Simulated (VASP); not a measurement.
A run of VASP 6.6.1 is set up as follows.

The input POSCAR:

```
ZrS2
1.0
    3.5621296443      0.0000000000      0.0000000000
   -1.7810648221      3.0848947635      0.0000000000
    0.0000000000      0.0000000000      5.6090902677
Zr S
1 2
Direct
    0.0000000000      0.0000000000      0.0000000000
    0.6666666667      0.3333333333      0.7495309983
    0.3333333333      0.6666666667      0.2504690017
```

Contents of INCAR.step1:

```
PREC     = Accurate       # precision mode
ENCUT    = 550            # plane-wave cutoff, eV
ISMEAR   = 0              # smearing method
SIGMA    = 0.02           # smearing width, eV
LREAL    = F              # projectors in reciprocal space
LASPH    = T              # aspherical terms in the spheres
NELM     = 120            # most SCF steps
GGA      = PE             # functional
ALGO     = Normal         # electronic algorithm
EDIFF    = 1E-5           # SCF threshold, eV
LWAVE    = T              # write WAVECAR
LCHARG   = F              # write CHGCAR
GGA_COMPAT= F            
IBRION   = 2              # ionic algorithm
ISIF     = 3              # what is computed and relaxed
EDIFFG   = -0.005         # ionic threshold
NELMIN   = 4            
NSW      = 100            # ionic steps
```

The input INCAR.step2:

```
PREC     = Accurate       # precision mode
ENCUT    = 550            # plane-wave cutoff, eV
EDIFF    = 1E-7           # SCF threshold, eV
ISMEAR   = 0              # smearing method
SIGMA    = 0.02           # smearing width, eV
LREAL    = F              # projectors in reciprocal space
LASPH    = T              # aspherical terms in the spheres
NELM     = 120            # most SCF steps
ALGO     = Normal         # electronic algorithm
ISIF     = 3              # what is computed and relaxed
LWAVE    = F              # write WAVECAR
LCHARG   = F              # write CHGCAR
METAGGA  = R2SCAN         # meta-GGA
LMIXTAU  = T            
IBRION   = 2              # ionic algorithm
NSW      = 70             # ionic steps
EDIFFG   = -0.008         # ionic threshold
PSTRESS  = 50.0         
ISTART   = 1            
GGA_COMPAT= F            
NELMIN   = 4
```

KPOINTS

```
Automatic mesh
0
Gamma
  12 12 6
```

Potentials or basis: VASP PAW PBE potentials, release 64 (Zr_sv, S).

Command:

```console
$ cat potpaw_PBE.64/Zr_sv/POTCAR potpaw_PBE.64/S/POTCAR > POTCAR
$ cp INCAR.step1 INCAR
$ mpirun -np 1 vasp_std > vasp.out
$ cp INCAR.step2 INCAR
$ mpirun -np 1 vasp_std > vasp.out
```

(1) Predict the relaxed cell.

(2) Estimate the space group after relaxing (to 0.1 Å).

(3) Predict the band gap on the k mesh.

(4) Estimate the relaxed volume.

## Answers

(1) a = 3.616 Å, b = 3.616 Å, c = 5.553 Å, α = 90.00°, β = 90.00°, γ = 120.00°.

(2) P-3m1 (No. 164).

(3) 0.78 eV (least direct gap 1.56 eV).

(4) 20.96 Å³/atom.

Caveat: the cell is relaxed towards a set pressure, so the run minimises the enthalpy, not the energy; semilocal functionals underestimate gaps, and a narrow one can read as zero; the PAW data sets were made with another functional, which shifts forces and pressure a little.
